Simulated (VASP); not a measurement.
Runs of VASP 6.6.1 on PtSe2 (Sudovikovite). The structure is that of space group P-3m1 (No. 164), or close to it. The cells are those of the table. 

```csv
task,level,cell,cutoff (eV),gap on the mesh (eV),pressure (GPa),relaxed volume (Å³/atom),largest force (eV/Å)
single point,PBE,"a = 3.755, b = 3.755, c = 6.225 Å, angles 90.0, 90.0, 120.0°, 3 atoms",520,0.77,0.0,-,0.01
single point,PBE+D3(BJ),"a = 3.772, b = 3.772, c = 4.820 Å, angles 90.0, 90.0, 120.0°, 3 atoms",520,none,0.0,-,0.01
relaxation of cell and atoms,PBE,"relaxed from a = 3.724, b = 3.724, c = 5.062 Å, angles 90.0, 90.0, 120.0°, 3 atoms",600,0.81,0.0,25.52,-
relaxation of cell and atoms,PBE+D4,"relaxed from a = 3.724, b = 3.724, c = 5.062 Å, angles 90.0, 90.0, 120.0°, 3 atoms",600,none,0.0,(a),0.01
single point,r2SCAN+D4,"a = 3.732, b = 3.732, c = 5.304 Å, angles 90.0, 90.0, 120.0°, 3 atoms",520,none,0.1,-,0.01
relaxation of cell and atoms,PBE+D3(BJ),"relaxed from a = 3.724, b = 3.724, c = 5.062 Å, angles 90.0, 90.0, 120.0°, 3 atoms",600,none,0.0,(b),-
single point,PBE+D4,"a = 3.773, b = 3.773, c = 4.821 Å, angles 90.0, 90.0, 120.0°, 3 atoms",520,none,0.0,-,0.01
```

Alike in all rows: potentials or basis VASP PAW PBE potentials, release 64 (Pt, Se); no spin polarisation; k mesh 10 × 10 × 7; smearing fermi-dirac 0.1 eV.

Estimate the missing entries.

(a) 19.79; (b) 19.77.

Caveats: spin-orbit coupling is left out, which moves the levels of the heavy elements; pairwise dispersion overbinds metals, which lowers pressure and volume (some runs); this functional lacks dispersion, which binds the layers, so the pressure and a relaxed spacing across them are unreliable (some runs); the volume moved by over 15 % at a fixed basis, so the end points are rough (some runs); the volume moved by +26 % from the deposited cell, more than functionals usually miss (some runs); the PAW data sets were made with another functional, which shifts forces and pressure a little (some runs).

A k mesh can miss the band edges, and the runs leave out spin-orbit coupling on Pt, Se.

A gap of «none» marks levels without a gap at the run's occupations.
